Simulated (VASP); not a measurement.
A run of VASP 6.6.1 is set up as follows.

File INCAR:

```
SYSTEM = CdSe
ALGO = Normal ; EDIFF = 1E-6
EDIFFG = -0.01 ; ENCUT = 600
GGA = PS ; IBRION = 2
ISIF = 3 ; ISMEAR = -5
IVDW = 13 ; LASPH = .TRUE.
LCHARG = .FALSE. ; LREAL = .FALSE.
LWAVE = .FALSE. ; NELM = 60
NSW = 60 ; PREC = Accurate
SIGMA = 0.05
```

The input KPOINTS:

```
k-points
0
G
  7 7 4
  0 0 0
```

File POSCAR:

```
CdSe
1.0
    4.3000000000      0.0000000000      0.0000000000
   -2.1500000000      3.7239092363      0.0000000000
    0.0000000000      0.0000000000      7.0200000000
Cd Se
2 2
Direct
    0.6666666667      0.3333333333      0.5000000000
    0.3333333333      0.6666666667      0.0000000000
    0.6666666667      0.3333333333      0.8850000000
    0.3333333333      0.6666666667      0.3850000000
```

Potentials or basis: VASP PAW PBE potentials, release 64 (Cd, Se).

Command:

```sh
$ cat potpaw_PBE.64/Cd/POTCAR potpaw_PBE.64/Se/POTCAR > POTCAR
$ mpirun -np 1 vasp_std > vasp.out
```

What does it give for the relaxed cell?

a = 4.281 Å, b = 4.281 Å, c = 6.993 Å, α = 90.00°, β = 90.00°, γ = 120.00°.

What does it give for the space group after relaxing (to 0.1 Å)?

P6_3mc (No. 186).

Predict the band gap on the k mesh.

0.57 eV.

Estimate the dispersion energy per atom.

-0.194 eV.

Step by step:
```
step  energy change (eV)  largest force (eV/Å)  pressure (GPa)  volume (Å³)
   1              0.0000                0.2746           -0.59       112.41
   2             -0.0186                0.0642            0.11       110.72
   3             -0.0186                0.0604            0.12       110.69
   4             -0.0196                0.0411           -0.01       110.97
   5             -0.0202                0.0186           -0.17       111.29
   6             -0.0197                0.0274           -0.46       111.93
   7             -0.0203                0.0060           -0.25       111.47
   8             -0.0209                0.0048           -0.18       111.39
   9             -0.0220                0.0013           -0.08       111.14
  10             -0.0211                0.0071            0.16       110.62
  11             -0.0222                0.0011           -0.02       110.99
```

Caveat: the PAW data sets were made with another functional, which shifts forces and pressure a little. A hybrid or GW would open this gap; PBEsol tends to underestimate it.
